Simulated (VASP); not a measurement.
Runs of VASP 6.6.1 on MgO (Periclase). The structure is that of space group Fm-3m (No. 225), or close to it. The cells are those of the table. 

```csv
cell,gap on the mesh (eV),pressure (GPa)
"a = 3.002 Å, angles 60.0°, 2 atoms",4.43,-11.2
"a = 3.021 Å, angles 60.0°, 2 atoms",4.25,(d)
"a = 2.962 Å, angles 60.0°, 2 atoms",4.82,(a)
"a = 2.921 Å, angles 60.0°, 2 atoms",5.25,1.7
"a = 2.942 Å, angles 60.0°, 2 atoms",5.03,(c)
"a = 3.040 Å, angles 60.0°, 2 atoms",4.08,-15.9
"a = 2.982 Å, angles 60.0°, 2 atoms",(b),-8.5
```

Alike in all rows: task single point; level LDA; potentials or basis VASP PAW LDA potentials, release 64 (Mg, O); no spin polarisation; k mesh 8 × 8 × 8; cutoff (eV) 600; smearing gaussian 0.01 eV.

Fill in the values left out.

(a) -5.4; (b) 4.62; (c) -2.1; (d) -13.7.

